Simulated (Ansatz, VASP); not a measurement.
Two plane-wave programs on BN

```
B N
1.0
     2.46768    0.00000    0.00000
    -1.23384    2.13708    0.00000
     0.00000    0.00000    6.28790
B N
2 2
Direct
  0.33333 0.66667 0.25000
  0.66667 0.33333 0.75000
  0.33333 0.66667 0.75000
  0.66667 0.33333 0.25000
```

Alike in both runs: task single point; functional LDA; k mesh 12 × 12 × 4; occupations gaussian, width 0.05 eV; no spin polarisation.

|  | VASP | Ansatz |
| --- | --- | --- |
| version | VASP 6.6.1 | Ansatz 0.2.0 |
| potentials or method | VASP PAW LDA potentials, release 64 (B, N), cutoff 520 eV | scalar-relativistic, plane waves, PAW |
| valence electrons in the cell | 16 | 16 |

|  | VASP | Ansatz | Ansatz less VASP |
| --- | --- | --- | --- |
| gap on the k mesh at the Fermi level (eV) | 4.02 | 4.03 | +0.013 |
| least direct gap on the mesh (eV) | 4.41 | 4.43 | +0.012 |
| pressure (GPa) | 7.9 | 7.3 | -0.66 |
| traceless stress, the component that is largest in VASP (GPa) | -6.90 | -6.07 | +0.838 |

Ansatz warns that its potentials were made for another functional, while VASP's fit it. LDA's correlation is that of Perdew and Zunger in VASP and of Perdew and Wang (1992) in Ansatz.
